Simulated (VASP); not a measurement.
# KGe7 (P6/mmm) in VASP: single point with PBE

Aim: the single point of KGe7 with PBE.

Everything below comes from runs of VASP 6.6.1. Logs are shortened: lines on timing, memory, paths and dates and some standing lists are left out, and cuts for length are marked.

**1. The cell of the first run**

It takes space group P6/mmm (No. 191, hexagonal). The conventional cell has a = 7.816 Å, b = 7.816 Å, c = 5.882 Å, α = 90.00°, β = 90.00°, γ = 120.00°. K (site symmetry 6/mmm) has 8 Ge at 2.94 to 3.05 Å within 3.9 Å. Ge (site symmetry mm2) has 4 Ge at 2.54 to 3.05 Å and 1 K at 3.05 Å within 3.3 Å. Ge (site symmetry 6/mmm) has 2 K at 2.94 Å within 3.9 Å.

The cell was generated, and may not be a known phase.

**2. Single point, PBE**

The input, INCAR:

```
SYSTEM = KGe7
ALGO = Normal ; EDIFF = 1E-7
ENCUT = 520 ; GGA = PE
ISIF = 2 ; ISMEAR = 0
LASPH = .TRUE. ; LCHARG = .TRUE.
LELF = .TRUE. ; LREAL = .FALSE.
LVHAR = .TRUE. ; LWAVE = .FALSE.
NBANDS = 64 ; NELM = 100
PREC = Accurate ; SIGMA = 0.1
```

The input, KPOINTS:

```
k-points
0
G
  3 3 4
  0 0 0
```

The input, POSCAR:

```
KGe7
1.0
    7.8158251694     -0.0000000039      0.0000000000
   -3.9079125814      6.7687031502      0.0000000000
    0.0000000000      0.0000000000      5.8816203505
K Ge
1 7
Direct
    0.0000000000      0.0000000000      0.0000000000
    0.7749128925      0.2250871075      0.0000000000
    0.7749128925      0.5498257850      0.0000000000
    0.4501742150      0.2250871075      0.0000000000
    0.2250871075      0.7749128925      0.0000000000
    0.2250871075      0.4501742150      0.0000000000
    0.5498257850      0.7749128925      0.0000000000
    0.0000000000      0.0000000000      0.5000000000
```

Potentials or basis: VASP PAW PBE potentials, release 64 (K_sv, Ge_d).

Launch:

```console
$ cat potpaw_PBE.64/K_sv/POTCAR potpaw_PBE.64/Ge_d/POTCAR > POTCAR
$ mpirun -np 1 vasp_std > vasp.out
```

OUTCAR:

```text
SYSTEM = KGe7
   EDIFF = 1E-7
   ENCUT = 520
   GGA = PE
   ISIF = 2
   ISMEAR = 0
   LASPH = .TRUE.
   LREAL = .FALSE.
   NELM = 100
   PREC = Accurate

 ion  position               nearest neighbor table
   1  0.000  0.000  0.000-   8 2.94   8 2.94   4 3.05   7 3.05   6 3.05   3 3.05   2 3.05   5 3.05

   2  0.775  0.225  0.000-   4 2.54   3 2.54   1 3.05
   3  0.775  0.550  0.000-   4 2.54   2 2.54   1 3.05
   4  0.450  0.225  0.000-   3 2.54   2 2.54   1 3.05
   5  0.225  0.775  0.000-   7 2.54   6 2.54   1 3.05
   6  0.225  0.450  0.000-   7 2.54   5 2.54   1 3.05
   7  0.550  0.775  0.000-   6 2.54   5 2.54   1 3.05
   8  0.000  0.000  0.500-   1 2.94   1 2.94

  LATTYP: Found a hexagonal cell.
 ALAT       =     7.8158251694
 C/A-ratio  =     0.7525271130

  Lattice vectors:

 A1 = (   7.8158251694,  -0.0000000039,   0.0000000000)
 A2 = (  -3.9079125814,   6.7687031502,   0.0000000000)
 A3 = (   0.0000000000,   0.0000000000,   5.8816203505)

Analysis of symmetry for initial positions (statically):
=====================================================================
 Subroutine PRICEL returns:
 Original cell was already a primitive cell.

 Routine SETGRP: Setting up the symmetry group for a
 hexagonal supercell.

 Subroutine GETGRP returns: Found 24 space group operations
 (whereof 24 operations were pure point group operations)
 out of a pool of 24 trial point group operations.

The static configuration has the point symmetry D_6h.

Analysis of symmetry for dynamics (positions and initial velocities):
=====================================================================
 Subroutine PRICEL returns:
 Original cell was already a primitive cell.

 Routine SETGRP: Setting up the symmetry group for a
 hexagonal supercell.

 Subroutine GETGRP returns: Found 24 space group operations
 (whereof 24 operations were pure point group operations)
 out of a pool of 24 trial point group operations.

The dynamic configuration has the point symmetry D_6h.

 Subroutine INISYM returns: Found 24 space group operations
 (whereof 24 operations are pure point group operations),
 and found     1 'primitive' translations

----------------------------------------------------------------------------------------

                                     Primitive cell

  volume of cell :     311.1554

  direct lattice vectors                    reciprocal lattice vectors
     7.815825169 -0.000000004  0.000000000     0.127945544  0.073869394  0.000000000
    -3.907912581  6.768703150  0.000000000     0.000000000  0.147738788  0.000000000
     0.000000000  0.000000000  5.881620351     0.000000000  0.000000000  0.170021175

  length of vectors
     7.815825169  7.815825169  5.881620351     0.147738788  0.147738788  0.170021175

  position of ions in fractional coordinates (direct lattice)
     0.000000000  0.000000000  0.000000000
     0.774912892  0.225087108  0.000000000
     0.774912892  0.549825785  0.000000000
     0.450174215  0.225087108  0.000000000
     0.225087108  0.774912892  0.000000000
     0.225087108  0.450174215  0.000000000
     0.549825785  0.774912892  0.000000000
     0.000000000  0.000000000  0.500000000

  ion indices of the primitive-cell ions
   primitive index   ion index
                 1           1
                 2           2
                 3           3
                 4           4
                 5           5
                 6           6
                 7           7
                 8           8

----------------------------------------------------------------------------------------

 KPOINTS: k-points

Automatic generation of k-mesh.
 Grid dimensions read from file:
 generate k-points for:    3    3    4

 Generating k-lattice:

  Cartesian coordinates                     Fractional coordinates (reciprocal lattice)
     0.042648515  0.024623131  0.000000000     0.333333333  0.000000000  0.000000000
     0.000000000  0.049246263  0.000000000    -0.000000000  0.333333333  0.000000000
     0.000000000  0.000000000  0.042505294     0.000000000  0.000000000  0.250000000

  Length of vectors
     0.049246263  0.049246263  0.042505294

  Shift w.r.t. Gamma in fractional coordinates (k-lattice)
     0.000000000  0.000000000  0.000000000

 Subroutine IBZKPT returns following result:
 ===========================================

 Found      9 irreducible k-points:

 Following reciprocal coordinates:
            Coordinates               Weight
  0.000000  0.000000  0.000000      1.000000
  0.333333  0.000000  0.000000      6.000000
  0.333333  0.333333  0.000000      2.000000
  0.000000  0.000000  0.250000      2.000000
  0.333333  0.000000  0.250000     12.000000
  0.333333  0.333333  0.250000      4.000000
  0.000000  0.000000  0.500000      1.000000
  0.333333  0.000000  0.500000      6.000000
  0.333333  0.333333  0.500000      2.000000
   k-points           NKPTS =      9   k-points in BZ     NKDIM =      9   number of bands    NBANDS=     64
   number of dos      NEDOS =    301   number of ions     NIONS =      8
   total plane-waves  NPLWV = 172800
   dimension x,y,z NGX =    60 NGY =   60 NGZ =   48
   dimension x,y,z NGXF=   120 NGYF=  120 NGZF=   96
   ions per type =               1   7
   NGX,Y,Z   is equivalent  to a cutoff of  12.76, 12.76, 13.57 a.u.
   NGXF,Y,Z  is equivalent  to a cutoff of  25.52, 25.52, 27.13 a.u.
 SYSTEM =  KGe7
   PREC   = accura    normal or accurate (medium, high low for compatibility)
   ISTART =      0    job   : 0-new  1-cont  2-samecut
   ICHARG =      2    charge: 1-file 2-atom 10-const
   ISPIN  =      1    spin polarized calculation?
   LNONCOLLINEAR =      F non collinear calculations
   LSORBIT =      F    spin-orbit coupling
   LASPH  =      T    aspherical Exc in radial PAW
   ENCUT  =  520.0 eV  38.22 Ry    6.18 a.u.  14.53 14.53 10.94*2*pi/ulx,y,z
   NELM   =    100;   NELMIN=  2; NELMDL= -5     # of ELM steps
   EDIFF  = 0.1E-06   stopping-criterion for ELM
   LREAL  =      F    real-space projection
   EDIFFG = 0.1E-05   stopping-criterion for IOM
   NSW    =      0    number of steps for IOM
   IBRION =     -1    ionic relax: 0-MD 1-quasi-New 2-CG
   NFREE  =      0    steps in history (QN), initial steepest desc. (CG)
   ISIF   =      2    stress and relaxation
   ISYM   =      2    0-nonsym 1-usesym 2-fastsym
   POTIM  = 0.5000    time-step for ionic-motion
   TEBEG  =    0.0;   TEEND  =   0.0 temperature during run
   PSTRESS=    0.0 pullay stress
   NELECT =     107.0000    total number of electrons
   NUPDOWN=      -1.0000    fix difference up-down
   EMIN   =  10.00;   EMAX   =-10.00  energy-range for DOS
   EFERMI =   0.00;   METHOD = LEGACY
   ISMEAR =     0;   SIGMA  =   0.10  broadening in eV -4-tet -1-fermi 0-gaus
   EFERMI_NEDOS =   21; number of points for ismear=-14 and -15
   IALGO  =     38    algorithm
   IMIX   =      4    mixing-type and parameters
     AMIX     =   0.40;   BMIX     =  1.00
     AMIX_MAG =   1.60;   BMIX_MAG =  1.00
  volume/ion in A,a.u.               =      38.89       262.47
  Fermi-wavevector in a.u.,A,eV,Ry     =   1.146948  2.167417 17.898318  1.315489
  Thomas-Fermi vector in A             =   2.283630
   LORBIT       =      0    0 simple, 1 ext, 2 COOP (PROOUT), +10 PAW based schemes
   GGA     = PE    functional components
   LHFCALC =     F    Hartree Fock is set to
   AEXX    =    0.0000 exact exchange contribution
   IVDW    =     0    specifies the selected vdW correction
   LEPSILON=     F    determine dielectric tensor
   LRPA    =     F    only Hartree local field effects (RPA)
 non-spin polarized calculation
 Gauss-broadening in eV      SIGMA  =   0.10
  energy-cutoff  :      520.00
  volume of cell :      311.16
 maximum number of plane-waves:      8416
 NGX is ok and might be reduce to    60
   NGX = 29   NGY = 29   NGZ = 21

 number of electron     106.9999981 magnetization

 Free energy of the ion-electron system (eV)
  ---------------------------------------------------
  ext. energy  EPLUGINS =         0.00000000
  ---------------------------------------------------
  free energy    TOTEN  =       -24.66417379 eV

  energy without entropy =      -24.62038548  energy(sigma->0) =      -24.64227964

 E-fermi :   0.7267     XC(G=0):  -7.3348

 val. band max:        0.7240577214   @ k =   0.3333   0.0000   0.5000
 cond. band min:       0.7975081078   @ k =   0.3333   0.0000   0.5000
 fundamental gap:      0.0734503864
 Fermi energy:         0.7267053796

 k-point     1 :       0.0000    0.0000    0.0000
  band No.  band energies     occupation
      1     -29.1193      2.00000
      2     -24.3804      2.00000
      3     -24.3804      2.00000
      4     -24.3451      2.00000
      5     -24.3450      2.00000
      6     -24.3400      2.00000
[... 56 lines left out ...]
     63       4.0505      0.00000
     64       4.0516      0.00000

 k-point     2 :       0.3333    0.0000    0.0000
  band No.  band energies     occupation
      1     -29.1193      2.00000
      2     -24.3804      2.00000
      3     -24.3804      2.00000
      4     -24.3451      2.00000
      5     -24.3451      2.00000
      6     -24.3400      2.00000
[... 56 lines left out ...]
     63       4.4545      0.00000
     64       4.5442      0.00000

 k-point     3 :       0.3333    0.3333    0.0000
  band No.  band energies     occupation
      1     -29.1193      2.00000
      2     -24.3804      2.00000
      3     -24.3804      2.00000
      4     -24.3451      2.00000
      5     -24.3451      2.00000
      6     -24.3400      2.00000
[... 56 lines left out ...]
     63       5.1566      0.00000
     64       5.1567      0.00000

 k-point     4 :       0.0000    0.0000    0.2500
  band No.  band energies     occupation
      1     -29.1187      2.00000
      2     -24.3804      2.00000
      3     -24.3804      2.00000
      4     -24.3451      2.00000
      5     -24.3451      2.00000
      6     -24.3416      2.00000
[... 56 lines left out ...]
     63       4.0762      0.00000
     64       4.0762      0.00000

 k-point     5 :       0.3333    0.0000    0.2500
  band No.  band energies     occupation
      1     -29.1187      2.00000
      2     -24.3804      2.00000
      3     -24.3804      2.00000
      4     -24.3451      2.00000
      5     -24.3451      2.00000
      6     -24.3416      2.00000
[... 56 lines left out ...]
     63       4.4132      0.00000
     64       5.1147      0.00000

 k-point     6 :       0.3333    0.3333    0.2500
  band No.  band energies     occupation
      1     -29.1187      2.00000
      2     -24.3804      2.00000
      3     -24.3804      2.00000
      4     -24.3451      2.00000
      5     -24.3451      2.00000
      6     -24.3416      2.00000
[... 56 lines left out ...]
     63       5.5872      0.00000
     64       5.6093      0.00000

 k-point     7 :       0.0000    0.0000    0.5000
  band No.  band energies     occupation
      1     -29.1181      2.00000
      2     -24.3804      2.00000
      3     -24.3804      2.00000
      4     -24.3451      2.00000
      5     -24.3451      2.00000
      6     -24.3432      2.00000
[... 56 lines left out ...]
     63       4.0967      0.00000
     64       4.0967      0.00000

 k-point     8 :       0.3333    0.0000    0.5000
  band No.  band energies     occupation
      1     -29.1181      2.00000
      2     -24.3804      2.00000
      3     -24.3804      2.00000
      4     -24.3451      2.00000
      5     -24.3451      2.00000
      6     -24.3432      2.00000
[... 56 lines left out ...]
     63       4.3657      0.00000
     64       5.1592      0.00000

 k-point     9 :       0.3333    0.3333    0.5000
  band No.  band energies     occupation
      1     -29.1180      2.00000
      2     -24.3804      2.00000
      3     -24.3804      2.00000
      4     -24.3451      2.00000
      5     -24.3451      2.00000
      6     -24.3432      2.00000
[... 56 lines left out ...]
     63       5.6169      0.00000
     64       5.6170      0.00000

------------------------ aborting loop because EDIFF is reached ----------------------------------------

  FORCE on cell =-STRESS in cart. coord.  units (eV):
  Direction    XX          YY          ZZ          XY          YZ          ZX
  --------------------------------------------------------------------------------------
  -------------------------------------------------------------------------------------
  Total        0.5800736      0.5800736      0.2981635     -0.0000000      0.0000000      0.0000000
  in kB        2.9868707      2.9868707      1.5352804     -0.0000000      0.0000000      0.0000000
  external PRESSURE =       2.5030073 kB  Pullay stress =       0.0000000 kB

 VOLUME and BASIS-vectors are now :
 -----------------------------------------------------------------------------
  energy-cutoff  :      520.00
  volume of cell :      311.16
      direct lattice vectors                 reciprocal lattice vectors
     7.815825169 -0.000000004  0.000000000     0.127945544  0.073869394  0.000000000
    -3.907912581  6.768703150  0.000000000     0.000000000  0.147738788  0.000000000
     0.000000000  0.000000000  5.881620351     0.000000000  0.000000000  0.170021175

 POSITION                                       TOTAL-FORCE (eV/Angst)
 -----------------------------------------------------------------------------------
      0.00000      0.00000      0.00000        -0.000000      0.000000     -0.000000
      5.17696      1.52355      0.00000         0.006361     -0.003672     -0.000000
      3.90791      3.72161      0.00000         0.000000      0.007345      0.000000
      2.63886      1.52355      0.00000        -0.006361     -0.003672     -0.000000
     -1.26905      5.24516      0.00000        -0.006361      0.003672      0.000000
      0.00000      3.04710      0.00000        -0.000000     -0.007345     -0.000000
      1.26905      5.24516      0.00000         0.006361      0.003672      0.000000
      0.00000      0.00000      2.94081        -0.000000      0.000000     -0.000000
 -----------------------------------------------------------------------------------
    total drift:                                0.000000     -0.000000     -0.000000

  FREE ENERGIE OF THE ION-ELECTRON SYSTEM (eV)
  ---------------------------------------------------
  free  energy   TOTEN  =       -24.6641737902 eV

  energy  without entropy=      -24.6203854832  energy(sigma->0) =      -24.64227964
```

Wall time 3.9 min (1 thread of Intel Xeon Platinum 8488C (Sapphire Rapids), shared host); peak memory 0.49 GiB.

Results:

* Free energy: -24.6642 eV
* Pressure: 0.3 GPa
* Largest force: 0.007 eV/Å
* Band gap on the k mesh: zero (an odd number of electrons rules out a gap without spin polarisation)

Forces in eV/Å, atoms in the order of the input:
```
K    0.000  0.000  0.000
Ge   0.006 -0.004  0.000
Ge   0.000  0.007  0.000
Ge  -0.006 -0.004  0.000
Ge  -0.006  0.004  0.000
Ge   0.000 -0.007  0.000
Ge   0.006  0.004  0.000
Ge   0.000  0.000  0.000
```

Stress tensor (GPa, compression positive):
```
0.30 0.00 0.00
0.00 0.30 0.00
0.00 0.00 0.15
```

The gap in the log of VASP goes by the Fermi energy; the results here count the filled bands.